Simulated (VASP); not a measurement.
# Re (Pm-3m) in VASP: notebook, part 2 of 2

VASP 6.6.1.

## Step 4: Single point, PBE

This run uses another cell than the first one, of 17.12 Å³/atom, 1.125 times its volume.

INCAR reads:

```
  PREC = Accurate
  ENCUT = 520
  EDIFF = 1E-7
  ISMEAR = -1
  SIGMA = 0.05
  LREAL = F
  LASPH = T
  NELM = 100
  ALGO = Normal
  ISIF = 2
  LWAVE = F
  LCHARG = F
  GGA = PE
  NBANDS = 10
```

KPOINTS reads:

```
regular mesh
0
Gamma
  10 10 10
```

POSCAR reads:

```
Re
1.0
    2.5774263224      0.0000000000      0.0000000000
    0.0000000000      2.5774263224      0.0000000000
    0.0000000000      0.0000000000      2.5774263224
Re
1
Direct
    0.0000000000      0.0000000000      0.0000000000
```

Potentials or basis: VASP PAW PBE potentials, release 64 (Re).

The run is started by

```bash
$ cat potpaw_PBE.64/Re/POTCAR > POTCAR
$ mpirun -np 1 vasp_std > vasp.out
```

OUTCAR:

```text
PREC = Accurate
   ENCUT = 520
   EDIFF = 1E-7
   ISMEAR = -1
   LREAL = F
   LASPH = T
   NELM = 100
   ISIF = 2
   GGA = PE

 ion  position               nearest neighbor table
   1  0.000  0.000  0.000-

  LATTYP: Found a simple cubic cell.
 ALAT       =     2.5774263224

  Lattice vectors:

 A1 = (   2.5774263224,   0.0000000000,   0.0000000000)
 A2 = (   0.0000000000,   2.5774263224,   0.0000000000)
 A3 = (   0.0000000000,   0.0000000000,   2.5774263224)

Analysis of symmetry for initial positions (statically):
=====================================================================
 Subroutine PRICEL returns:
 Original cell was already a primitive cell.

 Routine SETGRP: Setting up the symmetry group for a
 simple cubic supercell.

 Subroutine GETGRP returns: Found 48 space group operations
 (whereof 48 operations were pure point group operations)
 out of a pool of 48 trial point group operations.

The static configuration has the point symmetry O_h .

Analysis of symmetry for dynamics (positions and initial velocities):
=====================================================================
 Subroutine PRICEL returns:
 Original cell was already a primitive cell.

 Routine SETGRP: Setting up the symmetry group for a
 simple cubic supercell.

 Subroutine GETGRP returns: Found 48 space group operations
 (whereof 48 operations were pure point group operations)
 out of a pool of 48 trial point group operations.

The dynamic configuration has the point symmetry O_h .

 Subroutine INISYM returns: Found 48 space group operations
 (whereof 48 operations are pure point group operations),
 and found     1 'primitive' translations

----------------------------------------------------------------------------------------

                                     Primitive cell

  volume of cell :      17.1222

  direct lattice vectors                    reciprocal lattice vectors
     2.577426322  0.000000000  0.000000000     0.387983932  0.000000000  0.000000000
     0.000000000  2.577426322  0.000000000     0.000000000  0.387983932  0.000000000
     0.000000000  0.000000000  2.577426322     0.000000000  0.000000000  0.387983932

  length of vectors
     2.577426322  2.577426322  2.577426322     0.387983932  0.387983932  0.387983932

  position of ions in fractional coordinates (direct lattice)
     0.000000000  0.000000000  0.000000000

  ion indices of the primitive-cell ions
   primitive index   ion index
                 1           1

----------------------------------------------------------------------------------------

 KPOINTS: regular mesh

Automatic generation of k-mesh.
 Grid dimensions read from file:
 generate k-points for:   10   10   10

 Generating k-lattice:

  Cartesian coordinates                     Fractional coordinates (reciprocal lattice)
     0.038798393  0.000000000  0.000000000     0.100000000  0.000000000  0.000000000
     0.000000000  0.038798393  0.000000000     0.000000000  0.100000000  0.000000000
     0.000000000  0.000000000  0.038798393     0.000000000  0.000000000  0.100000000

  Length of vectors
     0.038798393  0.038798393  0.038798393

  Shift w.r.t. Gamma in fractional coordinates (k-lattice)
     0.000000000  0.000000000  0.000000000

 Subroutine IBZKPT returns following result:
 ===========================================

 Found     56 irreducible k-points:

 Following reciprocal coordinates:
            Coordinates               Weight
  0.000000  0.000000  0.000000      1.000000
  0.100000  0.000000  0.000000      6.000000
  0.200000  0.000000  0.000000      6.000000
  0.300000  0.000000  0.000000      6.000000
  0.400000  0.000000  0.000000      6.000000
  0.500000  0.000000  0.000000      3.000000
[... 16 lines left out ...]
  0.200000  0.100000  0.100000     24.000000
  0.300000  0.100000  0.100000     24.000000
 [... further k-points ...]
   k-points           NKPTS =     56   k-points in BZ     NKDIM =     56   number of bands    NBANDS=     10
   number of dos      NEDOS =    301   number of ions     NIONS =      1
   total plane-waves  NPLWV =   8000
   dimension x,y,z NGX =    20 NGY =   20 NGZ =   20
   dimension x,y,z NGXF=    40 NGYF=   40 NGZF=   40
   ions per type =               1
   NGX,Y,Z   is equivalent  to a cutoff of  12.90, 12.90, 12.90 a.u.
   NGXF,Y,Z  is equivalent  to a cutoff of  25.80, 25.80, 25.80 a.u.
 SYSTEM =  unknown system
   PREC   = accura    normal or accurate (medium, high low for compatibility)
   ISTART =      0    job   : 0-new  1-cont  2-samecut
   ICHARG =      2    charge: 1-file 2-atom 10-const
   ISPIN  =      1    spin polarized calculation?
   LNONCOLLINEAR =      F non collinear calculations
   LSORBIT =      F    spin-orbit coupling
   LASPH  =      T    aspherical Exc in radial PAW
   ENCUT  =  520.0 eV  38.22 Ry    6.18 a.u.   4.79  4.79  4.79*2*pi/ulx,y,z
   NELM   =    100;   NELMIN=  2; NELMDL= -5     # of ELM steps
   EDIFF  = 0.1E-06   stopping-criterion for ELM
   LREAL  =      F    real-space projection
   EDIFFG = 0.1E-05   stopping-criterion for IOM
   NSW    =      0    number of steps for IOM
   IBRION =     -1    ionic relax: 0-MD 1-quasi-New 2-CG
   NFREE  =      0    steps in history (QN), initial steepest desc. (CG)
   ISIF   =      2    stress and relaxation
   ISYM   =      2    0-nonsym 1-usesym 2-fastsym
   POTIM  = 0.5000    time-step for ionic-motion
   TEBEG  =    0.0;   TEEND  =   0.0 temperature during run
   PSTRESS=    0.0 pullay stress
   NELECT =       7.0000    total number of electrons
   NUPDOWN=      -1.0000    fix difference up-down
   EMIN   =  10.00;   EMAX   =-10.00  energy-range for DOS
   EFERMI =   0.00;   METHOD = LEGACY
   ISMEAR =    -1;   SIGMA  =   0.05  broadening in eV -4-tet -1-fermi 0-gaus
   EFERMI_NEDOS =   21; number of points for ismear=-14 and -15
   IALGO  =     38    algorithm
   IMIX   =      4    mixing-type and parameters
     AMIX     =   0.40;   BMIX     =  1.00
     AMIX_MAG =   1.60;   BMIX_MAG =  1.00
  volume/ion in A,a.u.               =      17.12       115.55
  Fermi-wavevector in a.u.,A,eV,Ry     =   1.215033  2.296079 20.086337  1.476304
  Thomas-Fermi vector in A             =   2.350433
   LORBIT       =      0    0 simple, 1 ext, 2 COOP (PROOUT), +10 PAW based schemes
   GGA     = PE    functional components
   LHFCALC =     F    Hartree Fock is set to
   AEXX    =    0.0000 exact exchange contribution
   IVDW    =     0    specifies the selected vdW correction
   LEPSILON=     F    determine dielectric tensor
   LRPA    =     F    only Hartree local field effects (RPA)
 non-spin polarized calculation
  energy-cutoff  :      520.00
  volume of cell :       17.12
 maximum number of plane-waves:       480
 NGX is ok and might be reduce to    20
   NGX =  9   NGY =  9   NGZ =  9

 number of electron       7.0000001 magnetization

 Free energy of the ion-electron system (eV)
  ---------------------------------------------------
  ext. energy  EPLUGINS =         0.00000000
  ---------------------------------------------------
  free energy    TOTEN  =       -11.08483540 eV

  energy without entropy =      -11.07968128  energy(sigma->0) =      -11.08225834

 E-fermi :   6.5846     XC(G=0): -12.7531

 val. band max:        6.5813461628   @ k =   0.5000   0.1000   0.0000
 cond. band min:       6.6663040553   @ k =   0.3000   0.2000   0.0000
 fundamental gap:      0.0849578925
 Fermi energy:         6.5845916689

 k-point     1 :       0.0000    0.0000    0.0000
  band No.  band energies     occupation
      1      -2.5423      2.00000
      2       1.2964      2.00000
      3       1.2964      2.00000
      4      10.0994      0.00000
      5      10.0994      0.00000
      6      10.0994      0.00000
      7      21.9641      0.00000
      8      21.9641      0.00000
      9      21.9641      0.00000
     10      27.9426      0.00000

 k-point     2 :       0.1000    0.0000    0.0000
  band No.  band energies     occupation
      1      -2.2198      2.00000
      2       1.3759      2.00000
      3       1.6446      2.00000
      4       9.6339      0.00000
      5       9.6339      0.00000
      6      10.1341      0.00000
      7      20.3007      0.00000
      8      22.6330      0.00000
      9      22.6330      0.00000
     10      28.7967      0.00000
[... 274 lines left out ...]
 k-point    24 :       0.3000    0.1000    0.1000
  band No.  band energies     occupation
      1       0.2622      2.00000
      2       2.4355      2.00000
      3       4.0916      2.00000
      4       6.9976      0.00052
      5       7.4695      0.00000
      6       9.4784      0.00000
      7      16.6446      0.00000
      8      23.7858      0.00000
      9      23.9519      0.00000
     10      26.8749      0.00000

 [... further k-points ...]
[... 5 lines left out ...]
  --------------------------------------------------------------------------------------
  -------------------------------------------------------------------------------------
  Total       -0.1172763     -0.1172763     -0.1172763      0.0000000     -0.0000000      0.0000000
  in kB      -10.9739292    -10.9739292    -10.9739292      0.0000000     -0.0000000      0.0000000
  external PRESSURE =     -10.9739292 kB  Pullay stress =       0.0000000 kB

 VOLUME and BASIS-vectors are now :
 -----------------------------------------------------------------------------
  energy-cutoff  :      520.00
  volume of cell :       17.12
      direct lattice vectors                 reciprocal lattice vectors
     2.577426322  0.000000000  0.000000000     0.387983932  0.000000000  0.000000000
     0.000000000  2.577426322  0.000000000     0.000000000  0.387983932  0.000000000
     0.000000000  0.000000000  2.577426322     0.000000000  0.000000000  0.387983932

 POSITION                                       TOTAL-FORCE (eV/Angst)
 -----------------------------------------------------------------------------------
      0.00000      0.00000      0.00000         0.000000      0.000000      0.000000
 -----------------------------------------------------------------------------------
    total drift:                               -0.000000      0.000000      0.000000

  FREE ENERGIE OF THE ION-ELECTRON SYSTEM (eV)
  ---------------------------------------------------
  free  energy   TOTEN  =       -11.0848353959 eV

  energy  without entropy=      -11.0796812799  energy(sigma->0) =      -11.08225834
```

OSZICAR:

```text
N       E                     dE             d eps       ncg     rms          rms(c)
DAV:   1     0.544989455213E+01    0.54499E+01   -0.33434E+03  1772   0.747E+02
DAV:   2    -0.112085862666E+02   -0.16658E+02   -0.15358E+02  1704   0.142E+02
DAV:   3    -0.115952128994E+02   -0.38663E+00   -0.37103E+00  1864   0.358E+01
DAV:   4    -0.115969548650E+02   -0.17420E-02   -0.17411E-02  1842   0.105E+00
DAV:   5    -0.115969573345E+02   -0.24695E-05   -0.24696E-05  1640   0.297E-02    0.247E+01
DAV:   6    -0.112045244225E+02    0.39243E+00   -0.44928E-01  1782   0.153E+01    0.104E+01
DAV:   7    -0.110893283734E+02    0.11520E+00   -0.27630E-01  1790   0.116E+01    0.323E-01
DAV:   8    -0.110849822692E+02    0.43461E-02   -0.29972E-03  1512   0.525E-01    0.100E-01
DAV:   9    -0.110848320568E+02    0.15021E-03   -0.18601E-04  1532   0.114E-01    0.238E-02
DAV:  10    -0.110848357788E+02   -0.37219E-05   -0.12721E-05  1748   0.240E-02    0.527E-03
DAV:  11    -0.110848355767E+02    0.20209E-06   -0.11001E-07  1236   0.704E-03    0.438E-03
DAV:  12    -0.110848354001E+02    0.17658E-06   -0.65140E-08   864   0.125E-02    0.109E-04
DAV:  13    -0.110848353959E+02    0.42011E-08   -0.78769E-09   832   0.116E-03
   1 F= -.11084835E+02 E0= -.11082258E+02  d E =-.515412E-02
```

stdout:

```text
POSCAR found type information on POSCAR Re
 POSCAR found :  1 types and       1 ions
 scaLAPACK will be used
 LDA part: xc-table for (Slater+PW92), standard interpolation
 POSCAR, INCAR and KPOINTS ok, starting setup
 FFT: planning ... GRIDC
 FFT: planning ... GRID_SOFT
 FFT: planning ... GRID
 WAVECAR not read
 entering main loop
```

Wall time 15 s (1 thread of Intel Xeon 8259CL, shared host); peak memory 0.13 GiB.

What came out:

```yaml
Free_energy: -11.0848 eV
Pressure: -1.1 GPa
```

Levels at points of the mesh, in eV from the Fermi level:
```csv
k point,band 1,band 2,band 3,band 4,band 5,band 6,band 7,band 8
"(0.00, 0.00, 0.00)",-9.13,-5.29,-5.29,3.51,3.51,3.51,15.38,15.38
"(0.50, 0.00, 0.00)",-5.74,-4.37,-0.95,-0.07,-0.07,3.89,8.31,15.17
"(0.50, 0.50, 0.00)",-6.25,-3.81,0.64,0.64,4.72,4.72,6.11,13.70
"(0.50, 0.50, 0.50)",-4.69,-4.69,-4.69,6.37,6.37,8.04,11.56,11.56
```

Caveat: spin-orbit coupling is left out, which moves the levels of the heavy elements.

## Step 5: Single point, PBE

This run uses another cell than the first one, of 16.03 Å³/atom, 1.053 times its volume.

INCAR reads:

```
SYSTEM = Re
PREC = Accurate
ENCUT = 520
EDIFF = 1E-6
ISMEAR = -1
SIGMA = 0.05
LREAL = .FALSE.
LASPH = .TRUE.
NELM = 80
ALGO = Normal
ISIF = 2
LWAVE = .FALSE.
LCHARG = .FALSE.
GGA = PE
NBANDS = 10
```

KPOINTS reads:

```
regular mesh
0
G
  10 10 10
  0 0 0
```

POSCAR reads:

```
Re
1.0
    2.5215418900      0.0000000000      0.0000000000
    0.0000000000      2.5215418900      0.0000000000
    0.0000000000      0.0000000000      2.5215418900
Re
1
Direct
    0.0000000000      0.0000000000      0.0000000000
```

Potentials or basis: VASP PAW PBE potentials, release 64 (Re).

The run is started by

```bash
$ cat potpaw_PBE.64/Re/POTCAR > POTCAR
$ mpirun -np 1 vasp_std > vasp.out
```

OUTCAR:

```text
SYSTEM = Re
   PREC = Accurate
   ENCUT = 520
   EDIFF = 1E-6
   ISMEAR = -1
   LREAL = .FALSE.
   LASPH = .TRUE.
   NELM = 80
   ISIF = 2
   GGA = PE

 ion  position               nearest neighbor table
   1  0.000  0.000  0.000-

  LATTYP: Found a simple cubic cell.
 ALAT       =     2.5215418900

  Lattice vectors:

 A1 = (   2.5215418900,   0.0000000000,   0.0000000000)
 A2 = (   0.0000000000,   2.5215418900,   0.0000000000)
 A3 = (   0.0000000000,   0.0000000000,   2.5215418900)

[... 481 lines left out ...]
      2       2.8630      2.00000
      3       4.6972      2.00000
      4       7.7763      0.00043
      5       8.3344      0.00000
      6      10.5476      0.00000
      7      17.9550      0.00000
      8      25.2314      0.00000
      9      25.3012      0.00000
     10      28.4248      0.00000

 [... further k-points ...]
[... 5 lines left out ...]
  --------------------------------------------------------------------------------------
  -------------------------------------------------------------------------------------
  Total        1.8838598      1.8838598      1.8838598      0.0000000      0.0000000      0.0000000
  in kB      188.2611077    188.2611077    188.2611077      0.0000000      0.0000000      0.0000000
  external PRESSURE =     188.2611077 kB  Pullay stress =       0.0000000 kB

 VOLUME and BASIS-vectors are now :
 -----------------------------------------------------------------------------
  energy-cutoff  :      520.00
  volume of cell :       16.03
      direct lattice vectors                 reciprocal lattice vectors
     2.521541890  0.000000000  0.000000000     0.396582743  0.000000000  0.000000000
     0.000000000  2.521541890  0.000000000     0.000000000  0.396582743  0.000000000
     0.000000000  0.000000000  2.521541890     0.000000000  0.000000000  0.396582743

 POSITION                                       TOTAL-FORCE (eV/Angst)
 -----------------------------------------------------------------------------------
      0.00000      0.00000      0.00000         0.000000      0.000000      0.000000
 -----------------------------------------------------------------------------------
    total drift:                               -0.000000      0.000000      0.000000

  FREE ENERGIE OF THE ION-ELECTRON SYSTEM (eV)
  ---------------------------------------------------
  free  energy   TOTEN  =       -11.0280316693 eV

  energy  without entropy=      -11.0238625834  energy(sigma->0) =      -11.02594713
```

OSZICAR:

```text
N       E                     dE             d eps       ncg     rms          rms(c)
DAV:   1     0.728908354748E+01    0.72891E+01   -0.34329E+03  1764   0.764E+02
DAV:   2    -0.111512392017E+02   -0.18440E+02   -0.17181E+02  1778   0.163E+02
DAV:   3    -0.114890598102E+02   -0.33782E+00   -0.32951E+00  1836   0.385E+01
DAV:   4    -0.114915342877E+02   -0.24745E-02   -0.24725E-02  1838   0.175E+00
DAV:   5    -0.114915384820E+02   -0.41942E-05   -0.41924E-05  1602   0.342E-02    0.277E+01
DAV:   6    -0.111479117004E+02    0.34363E+00   -0.33564E-01  1780   0.130E+01    0.127E+01
DAV:   7    -0.110320762643E+02    0.11584E+00   -0.25122E-01  1784   0.108E+01    0.366E-01
DAV:   8    -0.110281018527E+02    0.39744E-02   -0.29257E-03  1486   0.748E-01    0.143E-01
DAV:   9    -0.110280291301E+02    0.72723E-04   -0.14522E-04  1494   0.115E-01    0.184E-02
DAV:  10    -0.110280318590E+02   -0.27289E-05   -0.13000E-05  1796   0.249E-02    0.649E-03
DAV:  11    -0.110280316693E+02    0.18971E-06   -0.80832E-08   838   0.739E-03
   1 F= -.11028032E+02 E0= -.11025947E+02  d E =-.416909E-02
```

Wall time 14 s (1 thread of Intel Xeon 8259CL, shared host); peak memory 0.13 GiB.

Results:

- Free energy: -11.0280 eV
- Pressure: 18.8 GPa

Caveat: spin-orbit coupling is left out, which moves the levels of the heavy elements.

## Step 6: Summary

```tsv
cell	gap on the mesh (eV)	pressure (GPa)
a = 2.478 Å, 1 atom	none	38.7
a = 2.443 Å, 1 atom	none	58.6
a = 2.577 Å, 1 atom	none	-1.1
a = 2.522 Å, 1 atom	none	18.8
```

Alike in all rows: task single point; level PBE; potentials or basis VASP PAW PBE potentials, release 64 (Re); no spin polarisation; k mesh 10 × 10 × 10; cutoff (eV) 520; smearing fermi-dirac 0.05 eV.

Caveats: spin-orbit coupling is left out, which moves the levels of the heavy elements.

Total energies depend on the potentials used, so only differences within one code and one set of settings carry meaning.
